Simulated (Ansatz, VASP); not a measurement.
## Two plane-wave programs on CuGe2

```
Cu Ge
1.0
    -1.43795    1.43795    6.10252
     1.43795   -1.43795    6.10252
     1.43795    1.43795   -6.10252
Cu Ge
1 2
Direct
  0.00000 0.00000 0.00000
  0.35628 0.35628 0.00000
  0.64372 0.64372 0.00000
```

Alike in both runs: functional PBE; k mesh 20 × 20 × 20; occupations fermi-dirac, width 0.15 eV; no spin polarisation.

Ansatz relaxed the structure, and its values are those at the end. VASP's run is a single point on that final structure, the one shown.

```csv
,VASP,Ansatz
version,VASP 6.6.1,Ansatz 0.2.0
potentials or method,"VASP PAW PBE potentials, release 64 (Cu, Ge_d), cutoff 520 eV","scalar-relativistic, plane waves, PAW"
valence electrons in the cell,39,47
```

```tsv
	VASP	Ansatz	Ansatz less VASP
gap on the k mesh at the Fermi level (eV)	none	none	-
pressure (GPa)	0.1	0.0	-0.14
rms of the force components (eV/Å)	0.011	0.000	-0.0106
```

A gap of «none» marks a metal or a gap that the smearing closes. VASP's potentials hold 39 valence electrons a cell and Ansatz's 47, so a difference there can come from the potentials and not from the codes.
